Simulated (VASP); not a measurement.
Here is a VASP 6.6.1 calculation.

The input INCAR:

```
  PREC = Accurate
  ENCUT = 520
  EDIFF = 1E-6
  ISMEAR = 0
  SIGMA = 0.05
  LREAL = F
  LASPH = T
  NELM = 100
  ALGO = Normal
  ISIF = 2
  LWAVE = F
  LCHARG = T
  GGA = PE
  LELF = T
  LVHAR = T
  NBANDS = 16
```

Contents of KPOINTS:

```
regular mesh
0
Gamma
  9 9 6
```

File POSCAR:

```
MgO
1.0
    3.6358214781      0.0000000000      0.0000000000
   -1.8179107391      3.1487137636      0.0000000000
    0.0000000000      0.0000000000      4.0401248265
Mg O
2 2
Direct
    0.6666666667      0.3333333333      0.7500000000
    0.3333333333      0.6666666667      0.2500000000
    0.6666666667      0.3333333333      0.2500000000
    0.3333333333      0.6666666667      0.7500000000
```

Potentials or basis: VASP PAW PBE potentials, release 64 (Mg, O).

Launch:

```bash
$ cat potpaw_PBE.64/Mg/POTCAR potpaw_PBE.64/O/POTCAR > POTCAR
$ mpirun -np 1 vasp_std > vasp.out
```

Predict the band gap on the k mesh.

3.30 eV, direct.

Predict the pressure.

-0.5 GPa.

Stress tensor (GPa, compression positive):
```
-4.89  0.00  0.00
 0.00 -4.89  0.00
 0.00  0.00  8.30
```
